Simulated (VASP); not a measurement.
# MoSe (F-43m) in VASP: further runs

Runs on MoSe. Level: r2SCAN+U. Tasks: single point.

All numbers are computed with VASP 6.6.1; they aren't measurements. Logs are shortened: lines on timing, memory, paths and dates and some standing lists are left out, and cuts for length are marked.

### 1 The cell of the first run

It takes space group F-43m (No. 216, cubic). The conventional cell has a = 6.222 Å, b = 6.222 Å, c = 6.222 Å, α = 90.00°, β = 90.00°, γ = 90.00°. Within 3.6 Å of Mo (site symmetry -43m) lie 4 Se at 2.69 Å. Within 3.6 Å of Se (site symmetry -43m) lie 4 Mo at 2.69 Å.

### 2 Single point, r2SCAN+U, collinear spin

File POSCAR:

```
MoSe
1.0
    0.0000000000      3.1108253274      3.1108253274
    3.1108253274      0.0000000000      3.1108253274
    3.1108253274      3.1108253274      0.0000000000
Mo Se
1 1
Direct
    0.0000000000      0.0000000000      0.0000000000
    0.2500000000      0.2500000000      0.2500000000
```

File INCAR.step1:

```
SYSTEM = MoSe
ALGO = Normal
EDIFF = 1E-4
ENCUT = 520
GGA = PE
ISMEAR = 0
ISPIN = 2
LASPH = .TRUE.
LCHARG = .FALSE.
LDAU = .TRUE.
LDAUJ = 0 0
LDAUL = 2 -1
LDAUTYPE = 2
LDAUU = 4.38 0
LMAXMIX = 4
LREAL = .FALSE.
LWAVE = .TRUE.
MAGMOM = 2 0
NBANDS = 21
NELM = 150
PREC = Accurate
SIGMA = 0.1
```

File INCAR.step2:

```
SYSTEM = MoSe
ALGO = Normal
EDIFF = 1E-7
ENCUT = 520
ISIF = 2
ISMEAR = 0
ISPIN = 2
ISTART = 1
LASPH = .TRUE.
LCHARG = .FALSE.
LDAU = .TRUE.
LDAUJ = 0 0
LDAUL = 2 -1
LDAUPRINT = 1
LDAUTYPE = 2
LDAUU = 4.38 0
LMAXMIX = 4
LMIXTAU = .TRUE.
LORBIT = 11
LREAL = .FALSE.
LWAVE = .FALSE.
MAGMOM = 2 0
METAGGA = R2SCAN
NBANDS = 21
NELM = 150
PREC = Accurate
SIGMA = 0.1
```

File KPOINTS:

```
k-points
0
G
  12 12 12
  0 0 0
```

Potentials or basis: VASP PAW PBE potentials, release 64 (Mo_sv, Se).

On the command line:

```bash
$ cat potpaw_PBE.64/Mo_sv/POTCAR potpaw_PBE.64/Se/POTCAR > POTCAR
$ cp INCAR.step1 INCAR
$ mpirun -np 1 vasp_std > vasp.out
$ cp INCAR.step2 INCAR
$ mpirun -np 1 vasp_std > vasp.out
```

OUTCAR:

```text
SYSTEM = MoSe
   EDIFF = 1E-7
   ENCUT = 520
   ISIF = 2
   ISMEAR = 0
   ISPIN = 2
   ISTART = 1
   LASPH = .TRUE.
   LORBIT = 11
   LREAL = .FALSE.
   METAGGA = R2SCAN
   NELM = 150
   PREC = Accurate

 ion  position               nearest neighbor table
   1  0.000  0.000  0.000-   2 2.69   2 2.69   2 2.69   2 2.69
   2  0.250  0.250  0.250-   1 2.69   1 2.69   1 2.69   1 2.69

  LATTYP: Found a face centered cubic cell.
 ALAT       =     6.2216506548

  Lattice vectors:

 A1 = (   0.0000000000,   3.1108253274,   3.1108253274)
 A2 = (   3.1108253274,   0.0000000000,   3.1108253274)
 A3 = (   3.1108253274,   3.1108253274,   0.0000000000)

Analysis of symmetry for initial positions (statically):
=====================================================================
 Subroutine PRICEL returns:
 Original cell was already a primitive cell.

 Routine SETGRP: Setting up the symmetry group for a
 face centered cubic supercell.

 Subroutine GETGRP returns: Found 24 space group operations
 (whereof 24 operations were pure point group operations)
 out of a pool of 48 trial point group operations.

The static configuration has the point symmetry T_d .

Analysis of symmetry for dynamics (positions and initial velocities):
=====================================================================
 Subroutine PRICEL returns:
 Original cell was already a primitive cell.

 Routine SETGRP: Setting up the symmetry group for a
 face centered cubic supercell.

 Subroutine GETGRP returns: Found 24 space group operations
 (whereof 24 operations were pure point group operations)
 out of a pool of 48 trial point group operations.

The dynamic configuration has the point symmetry T_d .

Analysis of structural, dynamic, and magnetic symmetry:
=====================================================================
 Subroutine PRICEL returns:
 Original cell was already a primitive cell.

 Routine SETGRP: Setting up the symmetry group for a
 face centered cubic supercell.

 Subroutine GETGRP returns: Found 24 space group operations
 (whereof 24 operations were pure point group operations)
 out of a pool of 48 trial point group operations.

The overall configuration has the point symmetry T_d .

 Subroutine INISYM returns: Found 24 space group operations
 (whereof 24 operations are pure point group operations),
 and found     1 'primitive' translations

----------------------------------------------------------------------------------------

                                     Primitive cell

  volume of cell :      60.2084

  direct lattice vectors                    reciprocal lattice vectors
     0.000000000  3.110825327  3.110825327    -0.160729050  0.160729050  0.160729050
     3.110825327  0.000000000  3.110825327     0.160729050 -0.160729050  0.160729050
     3.110825327  3.110825327  0.000000000     0.160729050  0.160729050 -0.160729050

  length of vectors
     4.399371368  4.399371368  4.399371368     0.278390881  0.278390881  0.278390881

  position of ions in fractional coordinates (direct lattice)
     0.000000000  0.000000000  0.000000000
     0.250000000  0.250000000  0.250000000

  ion indices of the primitive-cell ions
   primitive index   ion index
                 1           1
                 2           2

----------------------------------------------------------------------------------------

 KPOINTS: k-points

Automatic generation of k-mesh.
 Grid dimensions read from file:
 generate k-points for:   12   12   12

 Generating k-lattice:

  Cartesian coordinates                     Fractional coordinates (reciprocal lattice)
    -0.013394088  0.013394088  0.013394088     0.083333333  0.000000000  0.000000000
     0.013394088 -0.013394088  0.013394088     0.000000000  0.083333333  0.000000000
[... 63 lines left out ...]
   NFREE  =      0    steps in history (QN), initial steepest desc. (CG)
   ISIF   =      2    stress and relaxation
   ISYM   =      2    0-nonsym 1-usesym 2-fastsym
   POTIM  = 0.5000    time-step for ionic-motion
   TEBEG  =    0.0;   TEEND  =   0.0 temperature during run
   PSTRESS=    0.0 pullay stress
   NELECT =      20.0000    total number of electrons
   NUPDOWN=      -1.0000    fix difference up-down
   EMIN   =  10.00;   EMAX   =-10.00  energy-range for DOS
   EFERMI =   0.00;   METHOD = LEGACY
   ISMEAR =     0;   SIGMA  =   0.10  broadening in eV -4-tet -1-fermi 0-gaus
   EFERMI_NEDOS =   21; number of points for ismear=-14 and -15
   IALGO  =     38    algorithm
   IMIX   =      4    mixing-type and parameters
     AMIX     =   0.40;   BMIX     =  1.00
     AMIX_MAG =   1.60;   BMIX_MAG =  1.00
  volume/ion in A,a.u.               =      30.10       203.15
  Fermi-wavevector in a.u.,A,eV,Ry     =   1.133790  2.142552 17.490007  1.285479
  Thomas-Fermi vector in A             =   2.270493
   LORBIT       =     11    0 simple, 1 ext, 2 COOP (PROOUT), +10 PAW based schemes
 LDA+U is selected, type is set to LDAUTYPE =  2
   angular momentum for each species LDAUL =     2   -1
   U (eV)           for each species LDAUU =   4.4  0.0
   J (eV)           for each species LDAUJ =   0.0  0.0
   METAGGA = R2SCAN    functional components
   LHFCALC =     F    Hartree Fock is set to
   AEXX    =    0.0000 exact exchange contribution
   IVDW    =     0    specifies the selected vdW correction
   LEPSILON=     F    determine dielectric tensor
   LRPA    =     F    only Hartree local field effects (RPA)
 spin polarized calculation
 Gauss-broadening in eV      SIGMA  =   0.10
  energy-cutoff  :      520.00
  volume of cell :       60.21
 maximum number of plane-waves:      1640
 NGX is ok and might be reduce to    36
   NGX = 17   NGY = 17   NGZ = 17

atom =   1  type =  1  l = 2

 onsite density matrix

spin component  1

  0.7039  0.0000  0.0000  0.0000 -0.0000
  0.0000  0.7039  0.0000 -0.0000  0.0000
  0.0000  0.0000  0.8312 -0.0000 -0.0000
  0.0000 -0.0000 -0.0000  0.7039 -0.0000
 -0.0000  0.0000 -0.0000 -0.0000  0.8312

spin component  2

  0.0512  0.0000  0.0000 -0.0000  0.0000
  0.0000  0.0512 -0.0000  0.0000  0.0000
  0.0000 -0.0000  0.0135 -0.0000  0.0000
 -0.0000  0.0000 -0.0000  0.0512 -0.0000
  0.0000  0.0000  0.0000 -0.0000  0.0135

 occupancies and eigenvectors

  o =  0.0135  v =  0.0000  0.0000  0.0000  0.0000  0.0000  0.0000  0.0000  0.0203 -0.0000 -0.9998      0.0000  0.0000  0.0000  0.0000  0.0000  0.0000  0.0000  0.0000  0.0000  0.0000
  o =  0.0135  v =  0.0000  0.0000  0.0000  0.0000  0.0000  0.0000 -0.0000  0.9998  0.0000  0.0203      0.0000  0.0000  0.0000  0.0000  0.0000  0.0000  0.0000  0.0000  0.0000  0.0000
  o =  0.0512  v =  0.0000  0.0000  0.0000  0.0000  0.0000  0.0000 -0.2952 -0.0000 -0.9554  0.0000      0.0000  0.0000  0.0000  0.0000  0.0000  0.0000  0.0000  0.0000  0.0000  0.0000
  o =  0.0512  v =  0.0000  0.0000  0.0000  0.0000  0.0000  0.0000 -0.9554 -0.0000  0.2952 -0.0000      0.0000  0.0000  0.0000  0.0000  0.0000  0.0000  0.0000  0.0000  0.0000  0.0000
  o =  0.0512  v =  0.0000  0.0000  0.0000  0.0000  0.0000  1.0000  0.0000  0.0000  0.0000  0.0000      0.0000  0.0000  0.0000  0.0000  0.0000  0.0000  0.0000  0.0000  0.0000  0.0000
  o =  0.7039  v =  0.0000  0.5258 -0.0000  0.8506  0.0000  0.0000  0.0000  0.0000  0.0000  0.0000      0.0000  0.0000  0.0000  0.0000  0.0000  0.0000  0.0000  0.0000  0.0000  0.0000
  o =  0.7039  v =  0.0000  0.8506  0.0000 -0.5258 -0.0000  0.0000  0.0000  0.0000  0.0000  0.0000      0.0000  0.0000  0.0000  0.0000  0.0000  0.0000  0.0000  0.0000  0.0000  0.0000
  o =  0.7039  v =  1.0000  0.0000  0.0000  0.0000  0.0000  0.0000  0.0000  0.0000  0.0000  0.0000      0.0000  0.0000  0.0000  0.0000  0.0000  0.0000  0.0000  0.0000  0.0000  0.0000
  o =  0.8312  v =  0.0000 -0.0000 -0.9352 -0.0000  0.3542  0.0000  0.0000  0.0000  0.0000  0.0000      0.0000  0.0000  0.0000  0.0000  0.0000  0.0000  0.0000  0.0000  0.0000  0.0000
  o =  0.8312  v =  0.0000  0.0000  0.3542  0.0000  0.9352  0.0000  0.0000  0.0000  0.0000  0.0000      0.0000  0.0000  0.0000  0.0000  0.0000  0.0000  0.0000  0.0000  0.0000  0.0000

 number of electron      20.0000000 magnetization       4.0000000

 Free energy of the ion-electron system (eV)
  ---------------------------------------------------
  ext. energy  EPLUGINS =         0.00000000
  ---------------------------------------------------
  free energy    TOTEN  =       -36.58106738 eV

  energy without entropy =      -36.57655273  energy(sigma->0) =      -36.57881005

 E-fermi :   3.8057     XC(G=0):  -9.2608

 val. band max:        3.8043721649   @ k =  -0.4167   0.2500   0.0833
 cond. band min:       3.8347604496   @ k =   0.2500   0.2500   0.0000
 fundamental gap:      0.0303882847
 Fermi energy:         3.8056561519

 spin component 1

 k-point     1 :       0.0000    0.0000    0.0000
  band No.  band energies     occupation
      1     -59.9273      1.00000
      2     -33.5242      1.00000
      3     -33.5242      1.00000
      4     -33.5242      1.00000
      5     -10.1954      1.00000
      6      -1.0023      1.00000
[... 1145 lines left out ...]
     20      16.5158      0.00000
     21      18.6946      0.00000

 [... further k-points ...]

------------------------ aborting loop because EDIFF is reached ----------------------------------------

  FORCE on cell =-STRESS in cart. coord.  units (eV):
  Direction    XX          YY          ZZ          XY          YZ          ZX
  --------------------------------------------------------------------------------------
  -------------------------------------------------------------------------------------
  Total       -0.3138893     -0.3138893     -0.3138893      0.0000000      0.0000000     -0.0000000
  in kB       -8.3527642     -8.3527642     -8.3527642      0.0000000      0.0000000     -0.0000000
  external PRESSURE =      -8.3527642 kB  Pullay stress =       0.0000000 kB

 VOLUME and BASIS-vectors are now :
 -----------------------------------------------------------------------------
  energy-cutoff  :      520.00
  volume of cell :       60.21
      direct lattice vectors                 reciprocal lattice vectors
     0.000000000  3.110825327  3.110825327    -0.160729050  0.160729050  0.160729050
     3.110825327  0.000000000  3.110825327     0.160729050 -0.160729050  0.160729050
     3.110825327  3.110825327  0.000000000     0.160729050  0.160729050 -0.160729050

 POSITION                                       TOTAL-FORCE (eV/Angst)
 -----------------------------------------------------------------------------------
      0.00000      0.00000      0.00000        -0.000000     -0.000000     -0.000000
      1.55541      1.55541      1.55541         0.000000      0.000000      0.000000
 -----------------------------------------------------------------------------------
    total drift:                                0.000000      0.000000      0.000000

  FREE ENERGIE OF THE ION-ELECTRON SYSTEM (eV)
  ---------------------------------------------------
  free  energy   TOTEN  =       -36.5810673791 eV

  energy  without entropy=      -36.5765527307  energy(sigma->0) =      -36.57881005

 total charge

# of ion       s       p       d       tot
------------------------------------------
    1        2.199   6.061   3.919  12.180
    2        1.442   2.427   0.035   3.904
--------------------------------------------------
tot          3.641   8.488   3.955  16.083

 magnetization (x)

# of ion       s       p       d       tot
------------------------------------------
    1        0.072   0.039   3.566   3.677
    2        0.003  -0.257   0.032  -0.222
--------------------------------------------------
tot          0.075  -0.219   3.598   3.454
```

Wall time 9.5 min (1 thread of AMD EPYC 9R45 (Zen 5), shared host); peak memory 0.32 GiB.

Results:

- Free energy: -36.5811 eV
- Pressure: -0.8 GPa
- Band gap on the k mesh: zero (filled and empty bands overlap)
- Net moment: 4.00 μB per cell
- Site moments: Mo +3.68; Se -0.22 μB
- Valence electrons inside the program's atomic spheres: Mo 12.18; Se 3.90

Eigenvalues of the final occupation matrices:
```tsv
site	spin	trace	eigenvalues
site 1 d	1	3.77	0.70 0.70 0.70 0.83 0.83
site 1 d	2	0.18	0.01 0.01 0.05 0.05 0.05
```

Caveat: the PAW data sets were made with another functional, which shifts forces and pressure a little.

(Part 1 of 2 ends here.)
